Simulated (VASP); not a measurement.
Ti, 2 atoms in the cell. The structure is hexagonal, space group P6_3/mmc (No. 194). The conventional cell has a = 2.864 Å, b = 2.864 Å, c = 4.533 Å, α = 90.00°, β = 90.00°, γ = 120.00°. Within 3.7 Å of Ti (site symmetry -6m2) lie 12 Ti at 2.81 to 2.86 Å. 

| Property | Result |
| --- | --- |
| Program | VASP 6.6.1 |
| Task | single point |
| Functional | LDA |
| Potentials or basis | VASP PAW LDA potentials, release 64 (Ti_sv) |
| Cutoff | 520 eV |
| k mesh | 33 × 33 × 18 |
| Occupations | gaussian, width 0.1 eV |
| Spin | no spin polarisation |
| Dipole correction | no |
| Further INCAR settings | ALGO = Fast; EDIFF = 1e-07; NBANDS = 19 |

Potentials or basis: VASP PAW LDA potentials, release 64 (Ti_sv).

Launch:

```console
$ cat potpaw_LDA.64/Ti_sv/POTCAR > POTCAR
$ mpirun -np 1 vasp_std > vasp.out
```

Hardware: 1 thread of AMD EPYC 9R45 96-Core Processor (Zen 5), with other jobs on the host.

How long does it take, and how much memory?

Run time: 23 min on 1 thread of AMD EPYC 9R45 96-Core Processor (Zen 5), with other jobs on the host, peak memory 0.56 GiB. Counts: scf iterations 46, k points 1080.
